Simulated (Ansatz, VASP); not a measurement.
**One calculation of Ag, two programs**

Contents of POSCAR:

```
Ag
1.0
   -1.6783370105      1.6783370105      1.6112035300
    1.6783370105     -1.6783370105      1.6112035300
    1.6783370105      1.6783370105     -1.6112035300
Ag
1
Direct
    0.0000000000      0.0000000000      0.0000000000
```

Contents of INCAR.step1:

```
SYSTEM = Ag
PREC     = Accurate       ! precision mode
ENCUT    = 520            ! plane-wave cutoff, eV
ISMEAR   = 0              ! smearing method
SIGMA    = 0.15           ! smearing width, eV
LREAL    = .FALSE.        ! projectors in reciprocal space
LASPH    = .TRUE.         ! aspherical terms in the spheres
NELM     = 80             ! most SCF steps
NBANDS   = 12             ! bands
GGA      = PE             ! functional
ALGO     = Normal         ! electronic algorithm
EDIFF    = 1E-4           ! SCF threshold, eV
LWAVE    = .TRUE.         ! write WAVECAR
LCHARG   = .FALSE.        ! write CHGCAR
```

File INCAR.step2:

```
SYSTEM = Ag
PREC     = Accurate       ! precision mode
ENCUT    = 520            ! plane-wave cutoff, eV
EDIFF    = 1E-6           ! SCF threshold, eV
ISMEAR   = 0              ! smearing method
SIGMA    = 0.15           ! smearing width, eV
LREAL    = .FALSE.        ! projectors in reciprocal space
LASPH    = .TRUE.         ! aspherical terms in the spheres
NELM     = 80             ! most SCF steps
ALGO     = Normal         ! electronic algorithm
ISIF     = 2              ! what is computed and relaxed
LWAVE    = .FALSE.        ! write WAVECAR
LCHARG   = .FALSE.        ! write CHGCAR
METAGGA  = R2SCAN         ! meta-GGA
LMIXTAU  = .TRUE.       
NBANDS   = 12             ! bands
ISTART   = 1
```

File KPOINTS:

```
regular mesh
0
G
  22 22 22
  0 0 0
```

Input for Ansatz:

```yaml
crystal:
  lattice:
    - [-1.6783370105, 1.6783370105, 1.61120353]
    - [1.6783370105, -1.6783370105, 1.61120353]
    - [1.6783370105, 1.6783370105, -1.61120353]
  atoms:
    - { symbol: Ag, position: [0.0, 0.0, 0.0] }
basis:
  ecutwfc: 500
kpoints:
  mp_grid: { grid: [22, 22, 22] }
hamiltonian:
  xc: r2scan
scf:
  occupations: { method: gaussian, width: 0.15 }
output:
  forces: true
  stress: true
  eigenvalues: true
  write_density: true
  write_potential: true
  elf: true
  volumetric_format: npy
```

Alike in both runs: task single point; functional r2SCAN; k mesh 22 × 22 × 22; occupations gaussian, width 0.15 eV; no spin polarisation.

|  | VASP | Ansatz |
| --- | --- | --- |
| version | VASP 6.6.1 | Ansatz 0.2.0 |
| potentials or method | VASP PAW PBE potentials, release 64 (Ag), cutoff 520 eV | scalar-relativistic, plane waves, PAW |
| valence electrons in the cell | 11 | 19 |

|  | VASP | Ansatz | Ansatz less VASP |
| --- | --- | --- | --- |
| gap on the k mesh at the Fermi level (eV) | none | none | - |
| pressure (GPa) | -3.5 | -3.6 | -0.09 |
| traceless stress, the component that is largest in VASP (GPa) | -0.33 | -0.32 | +0.008 |

VASP's potentials were made for PBE, not for r2SCAN. A gap of «none» marks a metal or a gap that the smearing closes. VASP's potentials hold 11 valence electrons a cell and Ansatz's 19, so a difference there can come from the potentials and not from the codes.
